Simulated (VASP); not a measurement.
**BN: single point with PBE+D3(BJ)**

Crystal: BN.

```
CELL_PARAMETERS angstrom
-2.50644 0.00000 0.00000
-1.25322 -2.17064 0.00000
0.00000 0.00000 13.08369
ATOMIC_POSITIONS crystal
B 0.33333 0.33333 0.88503
B 0.33333 0.33333 0.37930
B 0.66667 0.66667 0.12643
B 0.66667 0.66667 0.63217
N 0.33333 0.33333 0.12643
N 0.33333 0.33333 0.63217
N 0.66667 0.66667 0.88503
N 0.66667 0.66667 0.37930
```

```yaml
Program: VASP 6.6.1
Task: single point
Functional: PBE
Dispersion: D3(BJ)
Potentials_or_basis: VASP PAW PBE potentials, release 64 (B, N)
Cutoff: 520 eV
k_mesh: 10 × 10 × 2
Occupations: gaussian, width 0.05 eV
Spin: no spin polarisation
Dipole_correction: no
Further_INCAR_settings: ALGO = Normal; EDIFF = 1e-07; NBANDS = 26
```

The pressure is 0.2 GPa and the largest force is 0.043 eV/Å. The band gap on the k mesh is 4.19 eV. The dispersion energy per atom is -0.143 eV.

Forces in eV/Å, atoms in the order of the input:
```
B    0.000  0.000 -0.021
B    0.000  0.000  0.000
B    0.000  0.000  0.021
B    0.000  0.000  0.000
N    0.000  0.000  0.043
N    0.000  0.000  0.000
N    0.000  0.000 -0.043
N    0.000  0.000  0.000
```

Stress tensor (GPa, compression positive):
```
0.16 0.00 0.00
0.00 0.16 0.00
0.00 0.00 0.27
```

Levels at points of the mesh, in eV from the valence-band top:
| k point | band 12 | band 13 | band 14 | band 15 | band 16 | band 17 | band 18 | band 19 | band 20 | band 21 |
| --- | --- | --- | --- | --- | --- | --- | --- | --- | --- | --- |
| (0.00, 0.00, 0.00) | -1.37 | -1.36 | -1.36 | -1.34 | -1.34 | 5.30 | 7.67 | 7.83 | 10.44 | 11.46 |
| (0.50, 0.00, 0.00) | -4.12 | -1.55 | -1.00 | -0.93 | -0.44 | 4.19 | 4.64 | 4.71 | 5.66 | 9.47 |
| (0.00, 0.00, 0.50) | -1.38 | -1.35 | -1.35 | -1.35 | -1.35 | 5.97 | 6.10 | 9.45 | 9.67 | 11.47 |
| (0.50, 0.00, 0.50) | -4.13 | -1.42 | -1.33 | -0.61 | -0.56 | 4.25 | 4.31 | 5.27 | 5.36 | 9.64 |

It took 76 s on 1 thread of Intel(R) Xeon(R) Platinum 8175M CPU @ 2.50GHz (Skylake/Cascade Lake), on a shared host, peak memory 0.2 GiB.

A k mesh can miss the band edges. As with any semilocal functional, this PBE gap is likely too small.
